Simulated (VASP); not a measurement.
Runs of VASP 6.6.1 on Ge3Pd. The structure is that of space group P4/mmm (No. 123), or close to it. The cells are those of the table. The cell was generated, and may not be a known phase.

```tsv
task	spin	cell	k mesh	cutoff (eV)	gap on the mesh (eV)	pressure (GPa)
single point	off	a = 3.743, b = 3.743, c = 5.292 Å, 4 atoms	12 × 12 × 10	520	none	0.0
single point	collinear	a = 3.722, b = 3.722, c = 5.354 Å, 4 atoms	6 × 6 × 4	520	none	-0.1
single point	off	a = 3.582, b = 3.582, c = 5.602 Å, 4 atoms	6 × 6 × 4	520	none	(a)
relaxation of cell and atoms	off	relaxed from a = 3.582, b = 3.582, c = 5.602 Å, 4 atoms	6 × 6 × 4	600	none	0.1
single point	off	a = 3.722, b = 3.722, c = 5.354 Å, 4 atoms	6 × 6 × 4	520	none	-0.1
```

Alike in all rows: level PBE; potentials or basis VASP PAW PBE potentials, release 64 (Ge_d, Pd); smearing gaussian 0.1 eV.

Problem. Fill in the values left out.

Solution. (a) 4.6.

Caveats: the stress differs along the axes, from -4 to 9 GPa (at least some runs).

A k mesh can miss the band edges, and the runs leave out spin-orbit coupling on Ge, Pd.

A gap of «none» marks levels without a gap at the run's occupations.
